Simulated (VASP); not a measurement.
# RbBr in VASP: notebook

Runs on RbBr. Level: PBEsol. Tasks: single point.

Everything below comes from runs of VASP 6.6.1. Logs are shortened: lines on timing, memory, paths and dates and some standing lists are left out, and cuts for length are marked.

### Step 1. The cell of the first run

The structure is cubic, space group Fm-3m (No. 225). Conventional cell: a = 6.900 Å, b = 6.900 Å, c = 6.900 Å, α = 90.00°, β = 90.00°, γ = 90.00°. Rb (site symmetry m-3m) has 6 Br at 3.45 Å within 4.5 Å. Br (site symmetry m-3m) has 6 Rb at 3.45 Å within 4.5 Å.

### Step 2. Single point, PBEsol (volume scaled by 1.02)

File INCAR:

```
SYSTEM = RbBr
  ALGO = Normal
  EDIFF = 1E-6
  ENCUT = 520
  GGA = PS
  ISIF = 2
  ISMEAR = -1
  LASPH = .True.
  LCHARG = .True.
  LELF = .True.
  LREAL = .False.
  LVHAR = .True.
  LWAVE = .False.
  NBANDS = 15
  NELM = 80
  PREC = Accurate
  SIGMA = 0.03
```

File KPOINTS:

```
k-points
0
Gamma
  7 7 7
  0 0 0
```

File POSCAR:

```
RbBr
1.0
    0.0000000000      3.4501993370      3.4501993370
    3.4501993370      0.0000000000      3.4501993370
    3.4501993370      3.4501993370      0.0000000000
Rb Br
1 1
Direct
    0.0000000000      0.0000000000      0.0000000000
    0.5000000000      0.5000000000      0.5000000000
```

Potentials or basis: VASP PAW PBE potentials, release 64 (Rb_sv, Br).

Started as:

```
$ cat potpaw_PBE.64/Rb_sv/POTCAR potpaw_PBE.64/Br/POTCAR > POTCAR
$ mpirun -np 1 vasp_std > vasp.out
```

OUTCAR:

```text
SYSTEM = RbBr
   EDIFF = 1E-6
   ENCUT = 520
   GGA = PS
   ISIF = 2
   ISMEAR = -1
   LASPH = .True.
   LREAL = .False.
   NELM = 80
   PREC = Accurate

 ion  position               nearest neighbor table
   1  0.000  0.000  0.000-   2 3.45   2 3.45   2 3.45   2 3.45   2 3.45   2 3.45
   2  0.500  0.500  0.500-   1 3.45   1 3.45   1 3.45   1 3.45   1 3.45   1 3.45

  LATTYP: Found a face centered cubic cell.
 ALAT       =     6.9003986740

  Lattice vectors:

 A1 = (   0.0000000000,   3.4501993370,   3.4501993370)
 A2 = (   3.4501993370,   0.0000000000,   3.4501993370)
 A3 = (   3.4501993370,   3.4501993370,   0.0000000000)

Analysis of symmetry for initial positions (statically):
=====================================================================
 Subroutine PRICEL returns:
 Original cell was already a primitive cell.

 Routine SETGRP: Setting up the symmetry group for a
 face centered cubic supercell.

 Subroutine GETGRP returns: Found 48 space group operations
 (whereof 48 operations were pure point group operations)
 out of a pool of 48 trial point group operations.

The static configuration has the point symmetry O_h .

Analysis of symmetry for dynamics (positions and initial velocities):
=====================================================================
 Subroutine PRICEL returns:
 Original cell was already a primitive cell.

 Routine SETGRP: Setting up the symmetry group for a
 face centered cubic supercell.

 Subroutine GETGRP returns: Found 48 space group operations
 (whereof 48 operations were pure point group operations)
 out of a pool of 48 trial point group operations.

The dynamic configuration has the point symmetry O_h .

 Subroutine INISYM returns: Found 48 space group operations
 (whereof 48 operations are pure point group operations),
 and found     1 'primitive' translations

----------------------------------------------------------------------------------------

                                     Primitive cell

  volume of cell :      82.1415

  direct lattice vectors                    reciprocal lattice vectors
     0.000000000  3.450199337  3.450199337    -0.144919163  0.144919163  0.144919163
     3.450199337  0.000000000  3.450199337     0.144919163 -0.144919163  0.144919163
     3.450199337  3.450199337  0.000000000     0.144919163  0.144919163 -0.144919163

  length of vectors
     4.879318695  4.879318695  4.879318695     0.251007353  0.251007353  0.251007353

  position of ions in fractional coordinates (direct lattice)
     0.000000000  0.000000000  0.000000000
     0.500000000  0.500000000  0.500000000

  ion indices of the primitive-cell ions
   primitive index   ion index
                 1           1
                 2           2

----------------------------------------------------------------------------------------

 KPOINTS: k-points

Automatic generation of k-mesh.
 Grid dimensions read from file:
 generate k-points for:    7    7    7

 Generating k-lattice:

  Cartesian coordinates                     Fractional coordinates (reciprocal lattice)
    -0.020702738  0.020702738  0.020702738     0.142857143  0.000000000  0.000000000
     0.020702738 -0.020702738  0.020702738     0.000000000  0.142857143  0.000000000
     0.020702738  0.020702738 -0.020702738     0.000000000  0.000000000  0.142857143

  Length of vectors
     0.035858193  0.035858193  0.035858193

  Shift w.r.t. Gamma in fractional coordinates (k-lattice)
     0.000000000  0.000000000  0.000000000

 Subroutine IBZKPT returns following result:
 ===========================================

 Found     20 irreducible k-points:

 Following reciprocal coordinates:
            Coordinates               Weight
  0.000000  0.000000  0.000000      1.000000
  0.142857  0.000000  0.000000      8.000000
  0.285714  0.000000  0.000000      8.000000
  0.428571  0.000000  0.000000      8.000000
  0.142857  0.142857  0.000000      6.000000
  0.285714  0.142857  0.000000     24.000000
[... 12 lines left out ...]
 -0.428571  0.428571  0.142857     24.000000
 -0.285714  0.428571  0.142857     24.000000
   k-points           NKPTS =     20   k-points in BZ     NKDIM =     20   number of bands    NBANDS=     15
   number of dos      NEDOS =    301   number of ions     NIONS =      2
   total plane-waves  NPLWV =  46656
   dimension x,y,z NGX =    36 NGY =   36 NGZ =   36
   dimension x,y,z NGXF=    72 NGYF=   72 NGZF=   72
   ions per type =               1   1
   NGX,Y,Z   is equivalent  to a cutoff of  12.27, 12.27, 12.27 a.u.
   NGXF,Y,Z  is equivalent  to a cutoff of  24.53, 24.53, 24.53 a.u.
 SYSTEM =  RbBr
   PREC   = accura    normal or accurate (medium, high low for compatibility)
   ISTART =      0    job   : 0-new  1-cont  2-samecut
   ICHARG =      2    charge: 1-file 2-atom 10-const
   ISPIN  =      1    spin polarized calculation?
   LNONCOLLINEAR =      F non collinear calculations
   LSORBIT =      F    spin-orbit coupling
   LASPH  =      T    aspherical Exc in radial PAW
   ENCUT  =  520.0 eV  38.22 Ry    6.18 a.u.   9.07  9.07  9.07*2*pi/ulx,y,z
   NELM   =     80;   NELMIN=  2; NELMDL= -5     # of ELM steps
   EDIFF  = 0.1E-05   stopping-criterion for ELM
   LREAL  =      F    real-space projection
   EDIFFG = 0.1E-04   stopping-criterion for IOM
   NSW    =      0    number of steps for IOM
   IBRION =     -1    ionic relax: 0-MD 1-quasi-New 2-CG
   NFREE  =      0    steps in history (QN), initial steepest desc. (CG)
   ISIF   =      2    stress and relaxation
   ISYM   =      2    0-nonsym 1-usesym 2-fastsym
   POTIM  = 0.5000    time-step for ionic-motion
   TEBEG  =    0.0;   TEEND  =   0.0 temperature during run
   PSTRESS=    0.0 pullay stress
   NELECT =      16.0000    total number of electrons
   NUPDOWN=      -1.0000    fix difference up-down
   EMIN   =  10.00;   EMAX   =-10.00  energy-range for DOS
   EFERMI =   0.00;   METHOD = LEGACY
   ISMEAR =    -1;   SIGMA  =   0.03  broadening in eV -4-tet -1-fermi 0-gaus
   EFERMI_NEDOS =   21; number of points for ismear=-14 and -15
   IALGO  =     38    algorithm
   IMIX   =      4    mixing-type and parameters
     AMIX     =   0.40;   BMIX     =  1.00
     AMIX_MAG =   1.60;   BMIX_MAG =  1.00
  volume/ion in A,a.u.               =      41.07       277.16
  Fermi-wavevector in a.u.,A,eV,Ry     =   0.948988  1.793327 12.253106  0.900578
  Thomas-Fermi vector in A             =   2.077228
   LORBIT       =      0    0 simple, 1 ext, 2 COOP (PROOUT), +10 PAW based schemes
   GGA     = PS    functional components
   LHFCALC =     F    Hartree Fock is set to
   AEXX    =    0.0000 exact exchange contribution
   IVDW    =     0    specifies the selected vdW correction
   LEPSILON=     F    determine dielectric tensor
   LRPA    =     F    only Hartree local field effects (RPA)
 non-spin polarized calculation
  energy-cutoff  :      520.00
  volume of cell :       82.14
 maximum number of plane-waves:      2229
   NGX = 19   NGY = 19   NGZ = 19

 number of electron      15.9999997 magnetization

 Free energy of the ion-electron system (eV)
  ---------------------------------------------------
  ext. energy  EPLUGINS =         0.00000000
  ---------------------------------------------------
  free energy    TOTEN  =        -6.35383044 eV

  energy without entropy =       -6.35383044  energy(sigma->0) =       -6.35383044

 E-fermi :  -1.2459     XC(G=0):  -7.3211

 val. band max:       -1.9192989010   @ k =   0.0000   0.0000   0.0000
 cond. band min:       2.2472685998   @ k =   0.0000   0.0000   0.0000
 fundamental gap:      4.1665675009
 Fermi energy:        -1.2458516356

 k-point     1 :       0.0000    0.0000    0.0000
  band No.  band energies     occupation
      1     -26.3173      2.00000
      2     -14.0922      2.00000
      3     -10.4028      2.00000
      4     -10.4028      2.00000
      5     -10.4028      2.00000
      6      -1.9193      2.00000
      7      -1.9193      2.00000
      8      -1.9193      2.00000
      9       2.2473      0.00000
     10       5.2787      0.00000
     11       5.2787      0.00000
     12       5.2787      0.00000
     13       6.1539      0.00000
     14       6.1539      0.00000
     15       8.8442      0.00000

 k-point     2 :       0.1429    0.0000    0.0000
  band No.  band energies     occupation
      1     -26.3157      2.00000
      2     -14.0992      2.00000
      3     -10.4043      2.00000
      4     -10.4043      2.00000
      5     -10.3952      2.00000
      6      -2.1535      2.00000
      7      -1.9891      2.00000
      8      -1.9891      2.00000
      9       2.7277      0.00000
     10       5.1520      0.00000
     11       5.5179      0.00000
     12       5.5179      0.00000
     13       6.4480      0.00000
     14       6.4480      0.00000
     15       9.6002      0.00000

 k-point     3 :       0.2857    0.0000    0.0000
  band No.  band energies     occupation
      1     -26.3120      2.00000
      2     -14.1150      2.00000
      3     -10.4075      2.00000
      4     -10.4075      2.00000
      5     -10.3782      2.00000
      6      -2.5803      2.00000
      7      -2.1377      2.00000
      8      -2.1377      2.00000
      9       3.7828      0.00000
     10       5.1513      0.00000
     11       6.1977      0.00000
     12       6.1977      0.00000
     13       7.2272      0.00000
     14       7.2272      0.00000
     15       9.9417      0.00000

 k-point     4 :       0.4286    0.0000    0.0000
  band No.  band energies     occupation
      1     -26.3091      2.00000
      2     -14.1275      2.00000
      3     -10.4101      2.00000
      4     -10.4101      2.00000
      5     -10.3648      2.00000
      6      -2.8624      2.00000
      7      -2.2494      2.00000
      8      -2.2494      2.00000
      9       4.5946      0.00000
     10       5.5235      0.00000
     11       7.1639      0.00000
     12       7.1639      0.00000
     13       8.0304      0.00000
     14       8.0304      0.00000
     15       8.8972      0.00000
[... 235 lines left out ...]
 k-point    18 :      -0.4286    0.2857    0.1429
  band No.  band energies     occupation
      1     -26.3074      2.00000
      2     -14.0917      2.00000
      3     -10.4807      2.00000
      4     -10.4617      2.00000
      5     -10.3893      2.00000
      6      -2.6295      2.00000
      7      -2.2660      2.00000
      8      -2.2146      2.00000
      9       4.8020      0.00000
     10       5.1728      0.00000
     11       6.5615      0.00000
     12       7.1316      0.00000
     13       7.7714      0.00000
     14       8.3513      0.00000
     15       8.9548      0.00000

 k-point    19 :      -0.4286    0.4286    0.1429
  band No.  band energies     occupation
      1     -26.3066      2.00000
      2     -14.0630      2.00000
      3     -10.5342      2.00000
      4     -10.4875      2.00000
      5     -10.4180      2.00000
      6      -2.4360      2.00000
      7      -2.2458      2.00000
      8      -2.1556      2.00000
      9       4.1604      0.00000
     10       5.3137      0.00000
     11       6.3958      0.00000
     12       7.2054      0.00000
     13       7.6910      0.00000
     14       8.5447      0.00000
     15       9.0394      0.00000

 k-point    20 :      -0.2857    0.4286    0.1429
  band No.  band energies     occupation
      1     -26.3063      2.00000
      2     -14.0703      2.00000
      3     -10.5312      2.00000
      4     -10.4935      2.00000
      5     -10.3927      2.00000
      6      -2.4526      2.00000
      7      -2.2957      2.00000
      8      -2.2320      2.00000
      9       4.7428      0.00000
     10       5.4180      0.00000
     11       6.2268      0.00000
     12       6.5906      0.00000
     13       8.3663      0.00000
     14       8.5085      0.00000
     15       9.2689      0.00000

------------------------ aborting loop because EDIFF is reached ----------------------------------------

  FORCE on cell =-STRESS in cart. coord.  units (eV):
  Direction    XX          YY          ZZ          XY          YZ          ZX
  --------------------------------------------------------------------------------------
  -------------------------------------------------------------------------------------
  Total       -0.1485346     -0.1485346     -0.1485346     -0.0000000      0.0000000      0.0000000
  in kB       -2.8971816     -2.8971816     -2.8971816     -0.0000000      0.0000000      0.0000000
  external PRESSURE =      -2.8971816 kB  Pullay stress =       0.0000000 kB

 VOLUME and BASIS-vectors are now :
 -----------------------------------------------------------------------------
  energy-cutoff  :      520.00
  volume of cell :       82.14
      direct lattice vectors                 reciprocal lattice vectors
     0.000000000  3.450199337  3.450199337    -0.144919163  0.144919163  0.144919163
     3.450199337  0.000000000  3.450199337     0.144919163 -0.144919163  0.144919163
     3.450199337  3.450199337  0.000000000     0.144919163  0.144919163 -0.144919163

 POSITION                                       TOTAL-FORCE (eV/Angst)
 -----------------------------------------------------------------------------------
      0.00000      0.00000      0.00000        -0.000000     -0.000000     -0.000000
      3.45020      3.45020      3.45020         0.000000      0.000000      0.000000
 -----------------------------------------------------------------------------------
    total drift:                                0.000000      0.000000      0.000000

  FREE ENERGIE OF THE ION-ELECTRON SYSTEM (eV)
  ---------------------------------------------------
  free  energy   TOTEN  =        -6.3538304444 eV

  energy  without entropy=       -6.3538304444  energy(sigma->0) =       -6.35383044
```

Wall time 34 s (1 thread of Intel Xeon Platinum 8259CL at 2.50GHz (Skylake/Cascade Lake), shared host); peak memory 0.21 GiB.

Results:

```
Free energy            : -6.3538 eV
Pressure               : -0.3 GPa
Band gap on the k mesh : 4.17 eV, direct
```

Caveat: the PAW data sets were made with another functional, which shifts forces and pressure a little. A k mesh can miss the band edges.

### Step 3. Single point, PBEsol (volume scaled by 1.04)

File INCAR:

```
PREC     = Accurate       # precision mode
ENCUT    = 520            # plane-wave cutoff, eV
EDIFF    = 1E-6           # SCF threshold, eV
ISMEAR   = -1             # smearing method
SIGMA    = 0.03           # smearing width, eV
LREAL    = F              # projectors in reciprocal space
LASPH    = T              # aspherical terms in the spheres
NELM     = 60             # most SCF steps
ALGO     = Normal         # electronic algorithm
ISIF     = 2              # what is computed and relaxed
LWAVE    = F              # write WAVECAR
LCHARG   = F              # write CHGCAR
GGA      = PS             # functional
NBANDS   = 15             # bands
```

File KPOINTS:

```
regular mesh
0
Gamma
  7 7 7
```

File POSCAR:

```
RbBr
1.0
    0.0000000000      3.4726038566      3.4726038566
    3.4726038566      0.0000000000      3.4726038566
    3.4726038566      3.4726038566      0.0000000000
Rb Br
1 1
Direct
    0.0000000000      0.0000000000      0.0000000000
    0.5000000000      0.5000000000      0.5000000000
```

Potentials or basis: VASP PAW PBE potentials, release 64 (Rb_sv, Br).

Started as:

```
$ cat potpaw_PBE.64/Rb_sv/POTCAR potpaw_PBE.64/Br/POTCAR > POTCAR
$ mpirun -np 1 vasp_std > vasp.out
```

Run time: 48 s. Hardware: 1 thread of Intel Xeon Platinum 8259CL at 2.50GHz (Skylake/Cascade Lake), shared host; peak memory 0.24 GiB.

Results (log left out):

```
Free energy            : -6.3498 eV
Pressure               : -0.5 GPa
Band gap on the k mesh : 4.12 eV, direct
```

Levels at points of the mesh, in eV from the valence-band top:
| k point | band 4 | band 5 | band 6 | band 7 | band 8 | band 9 | band 10 | band 11 | band 12 | band 13 |
| --- | --- | --- | --- | --- | --- | --- | --- | --- | --- | --- |
| (0.00, 0.00, 0.00) | -8.52 | -8.52 | 0.00 | 0.00 | 0.00 | 4.12 | 7.19 | 7.19 | 7.19 | 8.05 |

Caveat: the PAW data sets were made with another functional, which shifts forces and pressure a little.

### Step 4. Single point, PBEsol (volume scaled by 1.06)

File INCAR:

```
SYSTEM = RbBr
ALGO     = Normal         ! electronic algorithm
EDIFF    = 1E-6           ! SCF threshold, eV
ENCUT    = 520            ! plane-wave cutoff, eV
GGA      = PS             ! functional
ISIF     = 2              ! what is computed and relaxed
ISMEAR   = -1             ! smearing method
LASPH    = .True.         ! aspherical terms in the spheres
LCHARG   = .True.         ! write CHGCAR
LELF     = .True.         ! ELF
LREAL    = .False.        ! projectors in reciprocal space
LVHAR    = .True.       
LWAVE    = .False.        ! write WAVECAR
NBANDS   = 15             ! bands
NELM     = 60             ! most SCF steps
PREC     = Accurate       ! precision mode
SIGMA    = 0.03           ! smearing width, eV
```

File KPOINTS:

```
k-points
0
Gamma
  7 7 7
  0 0 0
```

File POSCAR:

```
RbBr
1.0
    0.0000000000      3.4947229488      3.4947229488
    3.4947229488      0.0000000000      3.4947229488
    3.4947229488      3.4947229488      0.0000000000
Rb Br
1 1
Direct
    0.0000000000      0.0000000000      0.0000000000
    0.5000000000      0.5000000000      0.5000000000
```

Started as:

```
$ cat potpaw_PBE.64/Rb_sv/POTCAR potpaw_PBE.64/Br/POTCAR > POTCAR
$ mpirun -np 1 vasp_std > vasp.out
```

Wall time 52 s (1 thread of Intel Xeon Platinum 8259CL at 2.50GHz (Skylake/Cascade Lake), shared host); peak memory 0.24 GiB.

Results (log left out):

```yaml
Free_energy: -6.3437 eV
Pressure: -0.7 GPa
Band_gap_on_the_k_mesh: 4.08 eV, direct
```

Levels at points of the mesh, in eV from the valence-band top:
```tsv
k point	band 6	band 7	band 8	band 9	band 10	band 11
(0.00, 0.00, 0.00)	0.00	0.00	0.00	4.08	7.19	7.19
```

Caveat: the PAW data sets were made with another functional, which shifts forces and pressure a little.

### Step 5. Single point, PBEsol (zz strain of -2 %)

File INCAR:

```
ALGO = Normal
EDIFF = 1E-7
ENCUT = 520
GGA = PS
ISIF = 2
ISMEAR = -1
LASPH = True
LCHARG = False
LREAL = False
LWAVE = False
NBANDS = 15
NELM = 80
PREC = Accurate
SIGMA = 0.03
```

File KPOINTS:

```
k-points
0
Gamma
  7 7 7
```

File POSCAR:

```
RbBr
1.0
    0.0000000000      3.4275000000      3.3589500000
    3.4275000000      0.0000000000      3.3589500000
    3.4275000000      3.4275000000      0.0000000000
Rb Br
1 1
Direct
    0.0000000000      0.0000000000      0.0000000000
    0.5000000000      0.5000000000      0.5000000000
```

Started as:

```
$ cat potpaw_PBE.64/Rb_sv/POTCAR potpaw_PBE.64/Br/POTCAR > POTCAR
$ mpirun -np 1 vasp_std > vasp.out
```

Wall time 42 s (1 thread of Intel Xeon 6975P-C, shared host); peak memory 0.22 GiB.

The run converged. Its results:

| Item | Value |
| --- | --- |
| Free energy | -6.3520 eV |
| Pressure | 0.3 GPa |
| Band gap on the k mesh | 4.24 eV, direct |

Stress tensor (GPa, compression positive):
```
0.06 0.00 0.00
0.00 0.06 0.00
0.00 0.00 0.74
```

Levels at points of the mesh, in eV from the valence-band top:
```tsv
k point	band 6	band 7	band 8	band 9	band 10	band 11
(0.00, 0.00, 0.00)	-0.03	-0.03	0.00	4.24	7.14	7.14
```

Caveat: the cell differs from its parent crystal (zz strain of -2 %); the PAW data sets were made with another functional, which shifts forces and pressure a little.

### Step 6. Overview

| cell | gap on the mesh (eV) | pressure (GPa) |
| --- | --- | --- |
| a = 4.879 Å, angles 60.0°, 2 atoms | 4.17 | -0.3 |
| a = 4.911 Å, angles 60.0°, 2 atoms | 4.12 | -0.5 |
| a = 4.942 Å, angles 60.0°, 2 atoms | 4.08 | -0.7 |
| a = 4.799, b = 4.799, c = 4.847 Å, angles 59.7, 59.7, 60.7°, 2 atoms | 4.24 | 0.3 |

Alike in all rows: task single point; level PBEsol; potentials or basis VASP PAW PBE potentials, release 64 (Rb_sv, Br); no spin polarisation; k mesh 7 × 7 × 7; cutoff (eV) 520; smearing fermi-dirac 0.03 eV.

Caveats: the PAW data sets were made with another functional, which shifts forces and pressure a little.

Total energies depend on the potentials used, so only differences within one code and one set of settings carry meaning.
